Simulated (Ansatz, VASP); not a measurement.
**Sc in VASP and in Ansatz**

```
Sc
1.0
    -1.77128    1.77128    1.77128
     1.77128   -1.77128    1.77128
     1.77128    1.77128   -1.77128
Sc
1
Direct
  0.00000 0.00000 0.00000
```

Alike in both runs: task relaxation of cell and atoms; functional PBE; k mesh 13 × 13 × 13; occupations fermi-dirac, width 0.05 eV; no spin polarisation.

```csv
,VASP,Ansatz
version,VASP 6.6.1,Ansatz 0.2.0
potentials or method,"VASP PAW PBE potentials, release 64 (Sc_sv)","PAW with Ansatz's default frozen-core files, scalar-relativistic"
plane-wave cutoff (eV),600,420
valence electrons in the cell,11,11
```

```tsv
	VASP	Ansatz	Ansatz less VASP
relaxed volume (Å³/atom)	24.88	24.87	-0.014
relaxed length of the cell vector where the two differ most in proportion (Å)	3.185	3.185	-0.0006
```
